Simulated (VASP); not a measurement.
# MgMo (L11 type) (R-3m) in VASP: single point with PBEsol

Aim: the single point of MgMo (L11 type) with PBEsol.

Everything below comes from runs of VASP 6.6.1. Logs are shortened: lines on timing, memory, paths and dates and some standing lists are left out, and cuts for length are marked.

## Step 1: The cell of the first run

The structure is trigonal, space group R-3m (No. 166). Conventional cell: a = 2.871 Å, b = 2.871 Å, c = 14.916 Å, α = 90.00°, β = 90.00°, γ = 120.00°. Within 3.8 Å of Mg (site symmetry -3m) lie 6 Mg at 2.87 Å and 6 Mo at 2.99 Å. Within 3.8 Å of Mo (site symmetry -3m) lie 6 Mo at 2.87 Å and 6 Mg at 2.99 Å.

## Step 2: Single point, PBEsol (volume scaled by 1.06)

Contents of INCAR:

```
SYSTEM = MgMo
  ALGO = Normal
  EDIFF = 1E-7
  ENCUT = 520
  GGA = PS
  ISIF = 2
  ISMEAR = -1
  LASPH = .True.
  LCHARG = .False.
  LREAL = .False.
  LWAVE = .False.
  NBANDS = 15
  NELM = 100
  PREC = Accurate
  SIGMA = 0.03
```

Contents of KPOINTS:

```
k-points
0
Gamma
  13 13 13
  0 0 0
```

Contents of POSCAR:

```
MgMo
1.0
    1.4354642191     -0.8287656533      4.9718665758
    0.0000000000      1.6575313066      4.9718665758
   -1.4354642191     -0.8287656533      4.9718665758
Mg Mo
1 1
Direct
    0.0000000000      0.0000000000      0.0000000000
    0.5000000000      0.5000000000      0.5000000000
```

Potentials or basis: VASP PAW PBE potentials, release 64 (Mg, Mo_sv).

Launch:

```bash
$ cat potpaw_PBE.64/Mg/POTCAR potpaw_PBE.64/Mo_sv/POTCAR > POTCAR
$ mpirun -np 1 vasp_std > vasp.out
```

OUTCAR:

```text
SYSTEM = MgMo
   EDIFF = 1E-7
   ENCUT = 520
   GGA = PS
   ISIF = 2
   ISMEAR = -1
   LASPH = .True.
   LREAL = .False.
   NELM = 100
   PREC = Accurate

 ion  position               nearest neighbor table
   1  0.000  0.000  0.000-   2 2.99   2 2.99   2 2.99   2 2.99   2 2.99   2 2.99
   2  0.500  0.500  0.500-   1 2.99   1 2.99   1 2.99   1 2.99   1 2.99   1 2.99

  LATTYP: Found a trigonal (rhomboedric) cell.
 ALAT       =     5.2408842078
 COS(alpha) =     0.8499604994

  Lattice vectors:

 A1 = (   1.4354642191,  -0.8287656533,   4.9718665758)
 A2 = (   0.0000000000,   1.6575313066,   4.9718665758)
 A3 = (  -1.4354642191,  -0.8287656533,   4.9718665758)

Analysis of symmetry for initial positions (statically):
=====================================================================
 Subroutine PRICEL returns:
 Original cell was already a primitive cell.

 Routine SETGRP: Setting up the symmetry group for a
 trigonal (rhombohedral) supercell.

 Subroutine GETGRP returns: Found 12 space group operations
 (whereof 12 operations were pure point group operations)
 out of a pool of 12 trial point group operations.

The static configuration has the point symmetry D_3d.

Analysis of symmetry for dynamics (positions and initial velocities):
=====================================================================
 Subroutine PRICEL returns:
 Original cell was already a primitive cell.

 Routine SETGRP: Setting up the symmetry group for a
 trigonal (rhombohedral) supercell.

 Subroutine GETGRP returns: Found 12 space group operations
 (whereof 12 operations were pure point group operations)
 out of a pool of 12 trial point group operations.

The dynamic configuration has the point symmetry D_3d.

 Subroutine INISYM returns: Found 12 space group operations
 (whereof 12 operations are pure point group operations),
 and found     1 'primitive' translations

----------------------------------------------------------------------------------------

                                     Primitive cell

  volume of cell :      35.4891

  direct lattice vectors                    reciprocal lattice vectors
     1.435464219 -0.828765653  4.971866576     0.348319375 -0.201102285  0.067043902
     0.000000000  1.657531307  4.971866576     0.000000000  0.402204570  0.067043902
    -1.435464219 -0.828765653  4.971866576    -0.348319375 -0.201102285  0.067043902

  length of vectors
     5.240884208  5.240884208  5.240884208     0.407754094  0.407754094  0.407754094

  position of ions in fractional coordinates (direct lattice)
     0.000000000  0.000000000  0.000000000
     0.500000000  0.500000000  0.500000000

  ion indices of the primitive-cell ions
   primitive index   ion index
                 1           1
                 2           2

----------------------------------------------------------------------------------------

 KPOINTS: k-points

Automatic generation of k-mesh.
 Grid dimensions read from file:
 generate k-points for:   13   13   13

 Generating k-lattice:

  Cartesian coordinates                     Fractional coordinates (reciprocal lattice)
     0.026793798 -0.015469407  0.005157223     0.076923077 -0.000000000 -0.000000000
     0.000000000  0.030938813  0.005157223    -0.000000000  0.076923077 -0.000000000
    -0.026793798 -0.015469407  0.005157223    -0.000000000 -0.000000000  0.076923077

  Length of vectors
     0.031365700  0.031365700  0.031365700

  Shift w.r.t. Gamma in fractional coordinates (k-lattice)
     0.000000000  0.000000000  0.000000000

 Subroutine IBZKPT returns following result:
 ===========================================

 Found    231 irreducible k-points:

 Following reciprocal coordinates:
            Coordinates               Weight
  0.000000  0.000000  0.000000      1.000000
  0.076923 -0.000000 -0.000000      6.000000
  0.153846  0.000000 -0.000000      6.000000
  0.230769  0.000000 -0.000000      6.000000
  0.307692  0.000000 -0.000000      6.000000
  0.384615  0.000000 -0.000000      6.000000
[... 16 lines left out ...]
  0.384615  0.153846 -0.000000     12.000000
  0.461538  0.153846  0.000000     12.000000
 [... further k-points ...]
   k-points           NKPTS =    231   k-points in BZ     NKDIM =    231   number of bands    NBANDS=     15
   number of dos      NEDOS =    301   number of ions     NIONS =      2
   total plane-waves  NPLWV =  64000
   dimension x,y,z NGX =    40 NGY =   40 NGZ =   40
   dimension x,y,z NGXF=    80 NGYF=   80 NGZF=   80
   ions per type =               1   1
   NGX,Y,Z   is equivalent  to a cutoff of  12.69, 12.69, 12.69 a.u.
   NGXF,Y,Z  is equivalent  to a cutoff of  25.38, 25.38, 25.38 a.u.
 SYSTEM =  MgMo
   PREC   = accura    normal or accurate (medium, high low for compatibility)
   ISTART =      0    job   : 0-new  1-cont  2-samecut
   ICHARG =      2    charge: 1-file 2-atom 10-const
   ISPIN  =      1    spin polarized calculation?
   LNONCOLLINEAR =      F non collinear calculations
   LSORBIT =      F    spin-orbit coupling
   LASPH  =      T    aspherical Exc in radial PAW
   ENCUT  =  520.0 eV  38.22 Ry    6.18 a.u.   9.74  9.74  9.74*2*pi/ulx,y,z
   NELM   =    100;   NELMIN=  2; NELMDL= -5     # of ELM steps
   EDIFF  = 0.1E-06   stopping-criterion for ELM
   LREAL  =      F    real-space projection
   EDIFFG = 0.1E-05   stopping-criterion for IOM
   NSW    =      0    number of steps for IOM
   IBRION =     -1    ionic relax: 0-MD 1-quasi-New 2-CG
   NFREE  =      0    steps in history (QN), initial steepest desc. (CG)
   ISIF   =      2    stress and relaxation
   ISYM   =      2    0-nonsym 1-usesym 2-fastsym
   POTIM  = 0.5000    time-step for ionic-motion
   TEBEG  =    0.0;   TEEND  =   0.0 temperature during run
   PSTRESS=    0.0 pullay stress
   NELECT =      16.0000    total number of electrons
   NUPDOWN=      -1.0000    fix difference up-down
   EMIN   =  10.00;   EMAX   =-10.00  energy-range for DOS
   EFERMI =   0.00;   METHOD = LEGACY
   ISMEAR =    -1;   SIGMA  =   0.03  broadening in eV -4-tet -1-fermi 0-gaus
   EFERMI_NEDOS =   21; number of points for ismear=-14 and -15
   IALGO  =     38    algorithm
   IMIX   =      4    mixing-type and parameters
     AMIX     =   0.40;   BMIX     =  1.00
     AMIX_MAG =   1.60;   BMIX_MAG =  1.00
  volume/ion in A,a.u.               =      17.74       119.75
  Fermi-wavevector in a.u.,A,eV,Ry     =   1.255307  2.372186 21.439995  1.575795
  Thomas-Fermi vector in A             =   2.389070
   LORBIT       =      0    0 simple, 1 ext, 2 COOP (PROOUT), +10 PAW based schemes
   GGA     = PS    functional components
   LHFCALC =     F    Hartree Fock is set to
   AEXX    =    0.0000 exact exchange contribution
   IVDW    =     0    specifies the selected vdW correction
   LEPSILON=     F    determine dielectric tensor
   LRPA    =     F    only Hartree local field effects (RPA)
 non-spin polarized calculation
  energy-cutoff  :      520.00
  volume of cell :       35.49
 maximum number of plane-waves:       985
   NGX = 19   NGY = 19   NGZ = 19

 number of electron      16.0000001 magnetization

 Free energy of the ion-electron system (eV)
  ---------------------------------------------------
  ext. energy  EPLUGINS =         0.00000000
  ---------------------------------------------------
  free energy    TOTEN  =       -12.47961277 eV

  energy without entropy =      -12.47307315  energy(sigma->0) =      -12.47634296

 E-fermi :   6.8831     XC(G=0): -11.1039

 val. band max:        6.8751783653   @ k =  -0.2308  -0.3846   0.1538
 cond. band min:       6.8888155050   @ k =   0.0769   0.0769  -0.0000
 fundamental gap:      0.0136371397
 Fermi energy:         6.8831486158

 k-point     1 :       0.0000    0.0000    0.0000
  band No.  band energies     occupation
      1     -53.7524      2.00000
      2     -27.9422      2.00000
      3     -27.3172      2.00000
      4     -27.3172      2.00000
      5      -0.2691      2.00000
      6       3.3737      2.00000
      7       6.0614      2.00000
      8       6.7150      1.99266
      9       6.7150      1.99266
     10       8.9030      0.00000
     11       8.9030      0.00000
     12      10.5097      0.00000
     13      20.6103      0.00000
     14      21.5364      0.00000
     15      22.3554      0.00000

 k-point     2 :       0.0769   -0.0000   -0.0000
  band No.  band energies     occupation
      1     -53.7454      2.00000
      2     -27.9348      2.00000
      3     -27.3684      2.00000
      4     -27.3290      2.00000
      5      -0.1029      2.00000
      6       3.5508      2.00000
      7       5.8961      2.00000
      8       6.5512      1.99997
      9       6.8890      0.90325
     10       8.8431      0.00000
     11       9.0418      0.00000
     12      10.6016      0.00000
     13      20.0060      0.00000
     14      21.1679      0.00000
     15      21.7135      0.00000

 k-point     3 :       0.1538    0.0000   -0.0000
  band No.  band energies     occupation
      1     -53.7260      2.00000
      2     -27.9141      2.00000
      3     -27.5085      2.00000
      4     -27.3614      2.00000
      5       0.3783      2.00000
      6       4.0106      2.00000
      7       5.5228      2.00000
      8       6.1923      2.00000
      9       7.3956      0.00000
     10       8.6819      0.00000
     11       9.3184      0.00000
     12      10.9156      0.00000
     13      17.6187      0.00000
     14      20.6179      0.00000
     15      20.8972      0.00000

 k-point     4 :       0.2308    0.0000   -0.0000
  band No.  band energies     occupation
      1     -53.6984      2.00000
      2     -27.8849      2.00000
      3     -27.7026      2.00000
      4     -27.4068      2.00000
      5       1.1260      2.00000
      6       4.3687      2.00000
      7       5.1454      2.00000
      8       6.1065      2.00000
      9       8.1842      0.00000
     10       8.4663      0.00000
     11       9.5671      0.00000
     12      11.4492      0.00000
     13      15.3031      0.00000
     14      19.5012      0.00000
     15      20.2147      0.00000
[... 307 lines left out ...]
 k-point    22 :       0.3077    0.1538   -0.0000
  band No.  band energies     occupation
      1     -53.6843      2.00000
      2     -27.8700      2.00000
      3     -27.7696      2.00000
      4     -27.4624      2.00000
      5       1.6530      2.00000
      6       4.6106      2.00000
      7       5.3331      2.00000
      8       5.4917      2.00000
      9       8.0448      0.00000
     10       8.7776      0.00000
     11       9.1948      0.00000
     12      12.8351      0.00000
     13      14.9596      0.00000
     14      16.9964      0.00000
     15      19.6185      0.00000

 k-point    23 :       0.3846    0.1538   -0.0000
  band No.  band energies     occupation
      1     -53.6582      2.00000
      2     -27.9175      2.00000
      3     -27.8423      2.00000
      4     -27.5359      2.00000
      5       2.5582      2.00000
      6       4.5420      2.00000
      7       5.1731      2.00000
      8       5.9704      2.00000
      9       7.5816      0.00000
     10       9.0576      0.00000
     11      10.1542      0.00000
     12      12.8874      0.00000
     13      14.0090      0.00000
     14      16.2672      0.00000
     15      18.6764      0.00000

 k-point    24 :       0.4615    0.1538    0.0000
  band No.  band energies     occupation
      1     -53.6364      2.00000
      2     -28.0365      2.00000
      3     -27.8192      2.00000
      4     -27.5986      2.00000
      5       3.4189      2.00000
      6       4.3372      2.00000
      7       5.2510      2.00000
      8       6.5739      1.99993
      9       7.1859      0.00008
     10       9.1889      0.00000
     11      10.9988      0.00000
     12      11.8013      0.00000
     13      14.6203      0.00000
     14      16.0314      0.00000
     15      17.7138      0.00000

 [... further k-points ...]

------------------------ aborting loop because EDIFF is reached ----------------------------------------

  FORCE on cell =-STRESS in cart. coord.  units (eV):
  Direction    XX          YY          ZZ          XY          YZ          ZX
  --------------------------------------------------------------------------------------
  -------------------------------------------------------------------------------------
  Total       -1.5424287     -1.5424287     -1.2837172      0.0000000     -0.0000000     -0.0000000
  in kB      -69.6339208    -69.6339208    -57.9542263      0.0000000     -0.0000000     -0.0000000
  external PRESSURE =     -65.7406893 kB  Pullay stress =       0.0000000 kB

 VOLUME and BASIS-vectors are now :
 -----------------------------------------------------------------------------
  energy-cutoff  :      520.00
  volume of cell :       35.49
      direct lattice vectors                 reciprocal lattice vectors
     1.435464219 -0.828765653  4.971866576     0.348319375 -0.201102285  0.067043902
     0.000000000  1.657531307  4.971866576     0.000000000  0.402204570  0.067043902
    -1.435464219 -0.828765653  4.971866576    -0.348319375 -0.201102285  0.067043902

 POSITION                                       TOTAL-FORCE (eV/Angst)
 -----------------------------------------------------------------------------------
      0.00000      0.00000      0.00000         0.000000     -0.000000      0.000000
      0.00000      0.00000      7.45780        -0.000000      0.000000      0.000000
 -----------------------------------------------------------------------------------
    total drift:                                0.000000      0.000000      0.000000

  FREE ENERGIE OF THE ION-ELECTRON SYSTEM (eV)
  ---------------------------------------------------
  free  energy   TOTEN  =       -12.4796127718 eV

  energy  without entropy=      -12.4730731472  energy(sigma->0) =      -12.47634296
```

It took 2.2 min on 1 thread of Intel Xeon 6975P-C (Granite Rapids), shared host; peak memory 0.33 GiB.

Results:

```
Free energy            : -12.4796 eV
Pressure               : -6.6 GPa
Band gap on the k mesh : zero (band 8 reaches 7.84 eV, above the bottom of band 9 at 6.34 eV)
```

Caveat: the PAW data sets were made with another functional, which shifts forces and pressure a little.
